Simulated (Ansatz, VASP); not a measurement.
Given: the input of a run of VASP 6.6.1 on PbS.

File POSCAR:

```
PbS
1.0
    3.7017389742      0.0000000000      0.0000000000
    0.0000000000      3.7017389742      0.0000000000
    0.0000000000      0.0000000000      3.7017389742
Pb S
1 1
Direct
    0.0000000000      0.0000000000      0.0000000000
    0.5000000000      0.5000000000      0.5000000000
```

Contents of INCAR.step1:

```
SYSTEM = PbS
ALGO = Normal
EDIFF = 1E-5
ENCUT = 520
GGA = PE
ISIF = 2
ISMEAR = -1
LASPH = .True.
LCHARG = .False.
LREAL = .False.
LWAVE = .True.
NBANDS = 17
NELM = 60
PREC = Accurate
SIGMA = 0.05
```

The input INCAR.step2:

```
SYSTEM = PbS
ALGO = Normal
EDIFF = 1E-6
ENCUT = 520
GGA = PE
HFSCREEN = 0.2079
ISIF = 2
ISMEAR = -1
ISTART = 1
LASPH = .True.
LCHARG = .False.
LHFCALC = .True.
LREAL = .False.
LWAVE = .False.
NBANDS = 17
NELM = 60
PREC = Accurate
PRECFOCK = Normal
SIGMA = 0.05
```

KPOINTS

```
k-points
0
Gamma
  4 4 4
  0 0 0
```

Potentials or basis: VASP PAW PBE potentials, release 64 (Pb_d, S).

Run with:

```console
$ cat potpaw_PBE.64/Pb_d/POTCAR potpaw_PBE.64/S/POTCAR > POTCAR
$ cp INCAR.step1 INCAR
$ mpirun -np 1 vasp_std > vasp.out
$ cp INCAR.step2 INCAR
$ mpirun -np 1 vasp_std > vasp.out
```

Task: Translate it to Ansatz 0.2.0. Potentials there: Ansatz PAW.

Result: As run (the cutoff follows the program's own potentials):

The input input:

```
crystal:
  lattice:
    - [3.7017389742, 0.0, 0.0]
    - [0.0, 3.7017389742, 0.0]
    - [0.0, 0.0, 3.7017389742]
  atoms:
    - { symbol: Pb, position: [0.0, 0.0, 0.0] }
    - { symbol: S, position: [0.5, 0.5, 0.5] }
hamiltonian:
  xc: hse06
  pseudopotentials: { kind: paw }
kpoints:
  mp_grid: { grid: [4, 4, 4] }
scf:
  occupations: { method: fermi_dirac, width: 0.05 }
output:
  forces: true
  stress: true
  eigenvalues: true
```

Both were run:

|  | VASP | Ansatz | Ansatz less VASP |
| --- | --- | --- | --- |
| pressure (GPa) | -3.2 | -3.2 | +0.08 |

The k mesh is coarse, so the values compare programs but aren't converged. Spin-orbit coupling is off throughout.
